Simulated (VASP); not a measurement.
Set up this calculation in VASP 6.6.1, as the native input.

```
Task                   : relaxation of cell and atoms
Functional             : PBE
Potentials or basis    : VASP PAW PBE potentials, release 64 (K_sv, F)
Cutoff                 : 600 eV
k mesh                 : 8 × 8 × 8
Occupations            : gaussian, width 0.02 eV
Spin                   : no spin polarisation
Dipole correction      : no
Further INCAR settings : ALGO = Normal; EDIFF = 1e-07; IBRION = 2; EDIFFG = -0.01; NSW = 100; ISIF = 3
```

The structure of KF lies in POSCAR:

```
KF
1.0
    0.0000000000      2.6718499700      2.6718499700
    2.6718499700      0.0000000000      2.6718499700
    2.6718499700      2.6718499700      0.0000000000
K F
1 1
Direct
    0.0000000000      0.0000000000      0.0000000000
    0.5000000000      0.5000000000      0.5000000000
```

One way to write it, as run:

INCAR

```
SYSTEM = KF
ALGO = Normal
EDIFF = 1E-7
EDIFFG = -0.01
ENCUT = 600
GGA = PE
IBRION = 2
ISIF = 3
ISMEAR = 0
LASPH = .True.
LCHARG = .False.
LREAL = .False.
LWAVE = .False.
NELM = 100
NSW = 100
PREC = Accurate
SIGMA = 0.02
```

KPOINTS

```
k-points
0
Gamma
  8 8 8
  0 0 0
```

Potentials or basis: VASP PAW PBE potentials, release 64 (K_sv, F).

Run with:

```console
$ cat potpaw_PBE.64/K_sv/POTCAR potpaw_PBE.64/F/POTCAR > POTCAR
$ mpirun -np 1 vasp_std > vasp.out
```

It gave:

```yaml
Relaxed_volume: 19.92 Å³/atom
Relaxed_cell: a = 3.834 Å, b = 3.834 Å, c = 3.834 Å, α = 60.00°, β = 60.00°, γ = 60.00°
Space_group_after_relaxing_to_0.1_Å: Fm-3m (No. 225)
Energy_gained_by_relaxing: 3.5 meV/atom
Ionic_steps: 3
Pressure_after_relaxing: 0.0 GPa
Band_gap_on_the_k_mesh: 5.94 eV
```

Wall time 63 s on 1 thread of Intel Xeon 8259CL (shared host), peak memory 0.18 GiB.
